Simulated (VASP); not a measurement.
A run of VASP 6.6.1:

The input INCAR:

```
SYSTEM = Re
  ALGO = Normal
  EDIFF = 1E-7
  EDIFFG = -0.02
  ENCUT = 600
  GGA = RP
  IBRION = 2
  ISIF = 3
  ISMEAR = -1
  IVDW = 13
  LASPH = .TRUE.
  LCHARG = .FALSE.
  LREAL = .FALSE.
  LWAVE = .FALSE.
  NELM = 80
  NSW = 80
  PREC = Accurate
  SIGMA = 0.05
```

File KPOINTS:

```
k-points
0
G
  11 11 6
  0 0 0
```

Contents of POSCAR:

```
Re
1.0
    2.7608000000      0.0000000000      0.0000000000
   -1.3804000000      2.3909229348      0.0000000000
    0.0000000000      0.0000000000      4.4582000000
Re
2
Direct
    0.6666666667      0.3333333333      0.7500000000
    0.3333333333      0.6666666667      0.2500000000
```

Potentials or basis: VASP PAW PBE potentials, release 64 (Re).

Command:

```bash
$ cat potpaw_PBE.64/Re/POTCAR > POTCAR
$ mpirun -np 1 vasp_std > vasp.out
```

Hardware: 1 thread of Intel(R) Xeon(R) Platinum 8488C (Sapphire Rapids), on a shared host.

Problem. Estimate the wall time of this run.

Solution. It took 42 s on 1 thread of Intel(R) Xeon(R) Platinum 8488C (Sapphire Rapids), with other jobs on the host, peak memory 0.17 GiB. Counts: scf iterations 30, k points 64, ion steps 3.
